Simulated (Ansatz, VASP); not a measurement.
**Two plane-wave programs on C**

```
CELL_PARAMETERS angstrom
0.01973 1.75899 1.75899
1.75899 0.01973 1.75899
1.75899 1.75899 0.01973
ATOMIC_POSITIONS crystal
C 0.00020 0.00020 0.00020
C 0.24980 0.24980 0.24980
```

Alike in both runs: task single point; functional LDA; k mesh 9 × 9 × 9; no spin polarisation.

```csv
,VASP,Ansatz
version,VASP 6.6.1,Ansatz 0.2.0
potentials or method,"VASP PAW LDA potentials, release 64 (C), cutoff 600 eV","scalar-relativistic, plane waves, PAW"
occupations,"gaussian, width 0.01 eV",fixed
valence electrons in the cell,8,8
```

Ansatz gave:

- gap on the k mesh at the Fermi level (eV): 4.24
- least direct gap on the mesh (eV): 5.34
- pressure (GPa): 14.1
- traceless stress, the component that is largest in VASP (GPa): -7.06

Question: Which values does VASP return?

Answer: gap on the k mesh at the Fermi level (eV): 4.23; least direct gap on the mesh (eV): 5.34; pressure (GPa): 15.2; traceless stress, the component that is largest in VASP (GPa): -7.10.

Ansatz warns that its potentials were made for another functional, while VASP's fit it. LDA's correlation is that of Perdew and Zunger in VASP and of Perdew and Wang (1992) in Ansatz.
